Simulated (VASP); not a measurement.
Crystal: TaAl4.

```
Ta Al
1.0
    -2.72561    2.72561    2.72561
     2.72561   -2.72561    2.72561
     2.72561    2.72561   -2.72561
Ta Al
1 4
Direct
  0.00000 0.00000 0.00000
  0.50000 0.50000 0.50000
  0.00000 0.00000 0.50000
  0.00000 0.50000 0.00000
  0.50000 0.00000 0.00000
```

- Program: VASP 6.6.1
- Task: relaxation of cell and atoms
- Functional: PBE
- Potentials or basis: VASP PAW PBE potentials, release 64 (Ta_pv, Al)
- Cutoff: 600 eV
- k mesh: 4 × 4 × 4
- Occupations: gaussian, width 0.1 eV
- Spin: no spin polarisation

At the start: pressure 42.1 GPa; volume 16.20 Å³/atom.

**Question.** How do energy, volume and symmetry change on relaxing?

**Answer.** Over 3 steps the energy falls by 648.0 meV/atom and the volume is 22.61 Å³/atom (+39.6 %); space group Im-3m (No. 229, to 0.05 Å).

Step by step:
```tsv
step	energy change (eV)	largest force (eV/Å)	pressure (GPa)	volume (Å³)
1	0.0000	0.0000	42.13	80.99
2	-2.1128	0.0000	-10.38	141.88
3	-3.2401	0.0000	-0.06	113.04
```

Final structure:
```
Ta Al
1.0
    -3.04600    3.04600    3.04600
     3.04600   -3.04600    3.04600
     3.04600    3.04600   -3.04600
Ta Al
1 4
Direct
  0.00000 0.00000 0.00000
  0.50000 0.50000 0.50000
  0.00000 0.00000 0.50000
  0.00000 0.50000 0.00000
  0.50000 0.00000 0.00000
```

Caveat: the k points lie up to 0.36 Å⁻¹ apart in the final cell; the volume moved by over 15 % at a fixed basis, so the end points are rough.
